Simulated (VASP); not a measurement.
**K16I13Br3: single point with HSE06**

The system is K16I13Br3.

```
I Br K
1.0
    13.85696    0.00000    0.00000
     0.00000   13.85696    0.00000
     0.00000    0.00000   13.85696
I Br K
26 6 32
Direct
  0.24923 0.00123 0.99945
  0.24922 0.00157 0.50046
  0.24880 0.49893 0.99851
  0.24887 0.49917 0.50078
  0.75031 0.99977 0.00093
  0.75103 0.49992 0.99986
  0.75116 0.50014 0.49964
  0.99931 0.74962 0.99960
  0.99878 0.75089 0.49957
  0.49931 0.24986 0.99911
  0.50033 0.24946 0.50030
  0.50045 0.74988 0.00026
  0.50125 0.75084 0.49892
  0.99883 0.00100 0.25070
  0.99993 0.00233 0.74943
  0.99965 0.49978 0.24953
  0.50123 0.99913 0.25052
  0.49981 0.00056 0.74943
  0.50072 0.50053 0.24956
  0.49913 0.49952 0.74970
  0.24924 0.25003 0.24961
  0.25028 0.75002 0.24954
  0.24943 0.74947 0.74964
  0.75164 0.24899 0.25052
  0.75211 0.24999 0.74923
  0.75041 0.75001 0.74904
  0.75112 0.00026 0.49896
  0.00122 0.25141 0.99690
  0.00025 0.25048 0.50262
  0.00113 0.49707 0.74966
  0.24697 0.25121 0.74976
  0.74995 0.75102 0.25080
  0.99909 0.00922 0.99923
  0.99268 0.00955 0.50080
  0.99983 0.49199 0.99221
  0.99923 0.49200 0.50700
  0.50055 0.00067 0.99990
  0.50760 0.00102 0.50009
  0.50000 0.49907 0.99890
  0.50094 0.49923 0.50037
  0.24200 0.24993 0.99246
  0.24189 0.24954 0.50692
  0.24918 0.75027 0.99970
  0.24918 0.75134 0.49951
  0.75865 0.24906 0.99994
  0.75885 0.24247 0.49975
  0.75055 0.75074 0.00756
  0.75075 0.75785 0.49237
  0.25027 0.99974 0.25074
  0.24940 0.00742 0.74921
  0.24978 0.50036 0.24970
  0.24309 0.49338 0.74958
  0.74984 0.99210 0.25728
  0.75024 0.99959 0.74261
  0.75062 0.50790 0.25058
  0.75722 0.50025 0.74898
  0.00070 0.25139 0.24933
  0.00686 0.25713 0.75005
  0.99301 0.74950 0.24947
  0.00006 0.74209 0.74967
  0.50037 0.25002 0.24964
  0.49192 0.25090 0.74975
  0.50725 0.74961 0.24946
  0.49979 0.74914 0.74974
```

* Program: VASP 6.6.1
* Task: single point
* Functional: HSE06
* Potentials or basis: VASP PAW PBE potentials, release 64 (I, Br, K_sv)
* Cutoff: 520 eV
* k mesh: 1 × 1 × 1
* Occupations: fermi-dirac, width 0.05 eV
* Spin: no spin polarisation

```yaml
Pressure: 0.8 GPa
Largest_force: 0.014 eV/Å
Band_gap_on_the_k_mesh: 5.01 eV
```

Forces on the atoms (eV/Å):
```
I    0.003 -0.001  0.001
I    0.004 -0.001  0.000
I    0.001  0.002 -0.001
I    0.000  0.002 -0.003
I    0.003 -0.001 -0.001
I    0.000  0.001  0.000
I    0.002  0.003 -0.002
I   -0.003 -0.002 -0.003
I    0.001 -0.005  0.005
I   -0.001  0.002 -0.003
I    0.001 -0.003  0.004
I    0.005 -0.001  0.002
I   -0.001 -0.003  0.003
I    0.001  0.000 -0.005
I    0.000 -0.006 -0.001
I   -0.004 -0.003 -0.003
I   -0.001  0.002 -0.002
I   -0.001  0.003 -0.004
I    0.003  0.000  0.001
I    0.001 -0.002 -0.002
I   -0.004  0.002 -0.001
I    0.001  0.001 -0.003
I   -0.004 -0.001 -0.001
I   -0.001  0.003 -0.003
I   -0.007  0.001 -0.001
I    0.002  0.000  0.000
Br  -0.009 -0.006  0.005
Br   0.001  0.002  0.012
Br   0.003  0.006 -0.013
Br  -0.004  0.007 -0.001
Br   0.006  0.000  0.000
Br   0.002 -0.007 -0.006
K   -0.002  0.000 -0.002
K    0.003 -0.011 -0.004
K    0.002  0.001 -0.001
K    0.006 -0.001  0.005
K   -0.001  0.002 -0.002
K    0.008  0.000 -0.003
K    0.000 -0.003 -0.002
K   -0.002  0.002  0.002
K    0.000  0.001 -0.002
K    0.000  0.004  0.002
K   -0.002  0.001  0.001
K    0.004 -0.002 -0.001
K    0.002 -0.002 -0.001
K   -0.004  0.005  0.003
K   -0.003 -0.002  0.002
K   -0.004  0.000  0.003
K    0.000  0.001  0.000
K    0.002  0.003  0.003
K    0.003 -0.002  0.002
K   -0.005 -0.006  0.004
K    0.001  0.003  0.002
K   -0.001  0.002 -0.004
K    0.000  0.003  0.000
K    0.003 -0.002  0.003
K    0.000 -0.004  0.000
K    0.001  0.003 -0.002
K   -0.005  0.005  0.004
K    0.000  0.000  0.002
K   -0.005  0.001  0.003
K   -0.004  0.002  0.001
K    0.004  0.004  0.002
K    0.000 -0.003  0.002
```

Levels at points of the mesh, in eV from the valence-band top:
```tsv
k point	band 254	band 255	band 256	band 257	band 258	band 259
(0.00, 0.00, 0.00)	-0.01	-0.01	0.00	5.01	5.99	5.99
```

Run time: 18 min on 1 × NVIDIA H100 80GB with 1 thread of AMD EPYC 7R13 Processor (Zen 3), on a shared host, peak memory 2.5 GiB.

Caveat: the k points lie up to 0.45 Å⁻¹ apart; the PAW data sets were made with another functional, which shifts forces and pressure a little; spin-orbit coupling is left out, which moves the levels of the heavy elements. A k mesh can miss the band edges.
